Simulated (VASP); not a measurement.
The system is Fe3Co.

```xyz
4
Lattice="4.0236 0.0000 0.0000 0.0000 4.0236 0.0000 0.0000 0.0000 2.8277" Properties=species:S:1:pos:R:3 pbc="T T T"
Fe    2.0118    2.0118    0.0000
Fe    2.0118    0.0000    1.4139
Fe    0.0000    2.0118    1.4139
Co    0.0000    0.0000    0.0000
```

Base run:

| Quantity | Value |
| --- | --- |
| Program | VASP 6.6.1 |
| Functional | PBEsol |
| Potentials or basis | VASP PAW PBE potentials, release 64 (Fe, Co) |
| Cutoff | 600 eV |
| k mesh | 5 × 5 × 7 |
| Occupations | gaussian, width 0.1 eV |
| Spin | collinear spin, ferromagnetic start |
| Starting moments | [2.6, 2.87, 2.87, 1.99] μB |

Its results: pressure -8.3 GPa; net moment 9.20 μB per cell; site moments Fe +2.33, +2.57 (each value once); Co +1.72 μB.

Problem. The run is repeated on the same cell with these changes: k mesh from 5 × 5 × 7 to 1 × 1 × 1. What comes out?

Solution. Pressure 4.4 GPa; net moment 12.87 μB per cell; site moments Fe +3.13, +3.28 (each value once); Co +2.40 μB.

Caveats: some runs use coarse meshes; the PAW data sets were made with another functional, which shifts forces and pressure a little; the cell stands under tension (at least some runs).
